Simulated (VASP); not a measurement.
Set up this calculation in VASP 6.6.1, as the native input.

```yaml
Task: single point
Functional: PBE
Potentials_or_basis: VASP PAW PBE potentials, release 64 (Sn_d, Se, S)
Cutoff: 520 eV
k_mesh: 12 × 12 × 4
Occupations: gaussian, width 0.02 eV
Spin: no spin polarisation
Dipole_correction: no
Further_INCAR_settings: ALGO = Normal; EDIFF = 1e-07; NBANDS = 39
```

The structure of Sn3SeS2 lies in POSCAR:

```
Sn3SeS2
1.0
    4.1868804063      0.0000000000      0.0000000000
   -2.0934402032      3.6259447945      0.0000000000
    0.0000000000      0.0000000000     10.2482033000
Sn Se S
3 1 2
Direct
    0.6666666667      0.3333333333      0.8242870000
    0.0000000000      0.0000000000      0.5000000000
    0.3333333333      0.6666666667      0.1757130000
    0.0000000000      0.0000000000      0.0000000000
    0.3333333333      0.6666666667      0.6622190000
    0.6666666667      0.3333333333      0.3377810000
```

These files were run (other wordings do the same):

INCAR

```
PREC = Accurate
ENCUT = 520
EDIFF = 1E-7
ISMEAR = 0
SIGMA = 0.02
LREAL = False
LASPH = True
NELM = 80
ALGO = Normal
ISIF = 2
LWAVE = False
LCHARG = True
GGA = PE
LELF = True
LVHAR = True
NBANDS = 39
```

KPOINTS

```
Automatic mesh
0
Gamma
  12 12 4
```

Potentials or basis: VASP PAW PBE potentials, release 64 (Sn_d, Se, S).

Run with:

```sh
$ cat potpaw_PBE.64/Sn_d/POTCAR potpaw_PBE.64/Se/POTCAR potpaw_PBE.64/S/POTCAR > POTCAR
$ mpirun -np 1 vasp_std > vasp.out
```

It gave:

```
Pressure               : 0.0 GPa
Band gap on the k mesh : 0.42 eV, indirect (least direct gap 0.50 eV)
```

Caveat: spin-orbit coupling is left out, which moves the levels of the heavy elements.

Wall time 3.2 min on 1 thread of Intel(R) Xeon(R) 6975P-C (Granite Rapids), on a shared host, peak memory 0.5 GiB.
